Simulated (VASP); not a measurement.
A run of VASP 6.6.1 is set up as follows.

POSCAR

```
Ba2TeS
1.0
    2.3756158006      1.3715624220      7.8225415467
   -2.3756158006      1.3715624220      7.8225415467
    0.0000000000     -2.7431248440      7.8225415467
S Te Ba
1 1 2
Direct
    1.0000000000      0.0000000000      0.0000000000
    0.5000000000      0.5000000000      0.5000000000
    0.2575375651      0.2575375651      0.2575375651
    0.7424624349      0.7424624349      0.7424624349
```

INCAR.step1

```
PREC     = Accurate       # precision mode
ENCUT    = 520            # plane-wave cutoff, eV
ISMEAR   = 0              # smearing method
SIGMA    = 0.01           # smearing width, eV
LREAL    = F              # projectors in reciprocal space
LASPH    = T              # aspherical terms in the spheres
NELM     = 80             # most SCF steps
NBANDS   = 24             # bands
GGA      = PE             # functional
ALGO     = Normal         # electronic algorithm
EDIFF    = 1E-4           # SCF threshold, eV
LWAVE    = T              # write WAVECAR
LCHARG   = F              # write CHGCAR
```

File INCAR.step2:

```
PREC     = Accurate       # precision mode
ENCUT    = 520            # plane-wave cutoff, eV
EDIFF    = 1E-6           # SCF threshold, eV
ISMEAR   = 0              # smearing method
SIGMA    = 0.01           # smearing width, eV
LREAL    = F              # projectors in reciprocal space
LASPH    = T              # aspherical terms in the spheres
NELM     = 80             # most SCF steps
ALGO     = Normal         # electronic algorithm
ISIF     = 2              # what is computed and relaxed
LWAVE    = F              # write WAVECAR
LCHARG   = T              # write CHGCAR
METAGGA  = R2SCAN         # meta-GGA
LMIXTAU  = T            
LELF     = T              # ELF
LVHAR    = T            
NBANDS   = 24             # bands
ISTART   = 1
```

Contents of KPOINTS:

```
regular mesh
0
Gamma
  6 6 6
```

Potentials or basis: VASP PAW PBE potentials, release 64 (S, Te, Ba_sv).

Run with:

```sh
$ cat potpaw_PBE.64/S/POTCAR potpaw_PBE.64/Te/POTCAR potpaw_PBE.64/Ba_sv/POTCAR > POTCAR
$ cp INCAR.step1 INCAR
$ mpirun -np 1 vasp_std > vasp.out
$ cp INCAR.step2 INCAR
$ mpirun -np 1 vasp_std > vasp.out
```

Question: Predict the band gap on the k mesh.

Answer: 1.89 eV (least direct gap 2.25 eV).

Question: What does it give for the pressure?

Answer: 0.4 GPa.

Forces on the atoms (eV/Å):
```
S    0.000  0.000  0.000
Te   0.000  0.000  0.000
Ba   0.000  0.000  0.003
Ba   0.000  0.000 -0.003
```

Caveat: the PAW data sets were made with another functional, which shifts forces and pressure a little; spin-orbit coupling is left out, which moves the levels of the heavy elements. A k mesh can miss the band edges.
